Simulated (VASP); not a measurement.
Mg:

```
CELL_PARAMETERS angstrom
3.13250 0.00000 0.00000
-1.56625 2.71283 0.00000
0.00000 0.00000 5.08489
ATOMIC_POSITIONS crystal
Mg 0.33333 0.66667 0.25000
Mg 0.66667 0.33333 0.75000
```

Base run:

- Program: VASP 6.6.1
- Functional: LDA
- Potentials or basis: VASP PAW LDA potentials, release 64 (Mg)
- Cutoff: 520 eV
- k mesh: 12 × 12 × 6
- Occupations: gaussian, width 0.2 eV
- Spin: no spin polarisation

Its results: band gap on the k mesh zero (band 2 reaches 3.81 eV, above the bottom of band 3 at 1.52 eV); pressure -0.3 GPa.

Task: The run is repeated on the same cell with these changes: occupations from gaussian, width 0.2 eV to gaussian, width 1 eV. What comes out?

Result: Band gap on the k mesh zero (band 2 reaches 3.81 eV, above the bottom of band 3 at 1.52 eV); pressure 0.2 GPa.
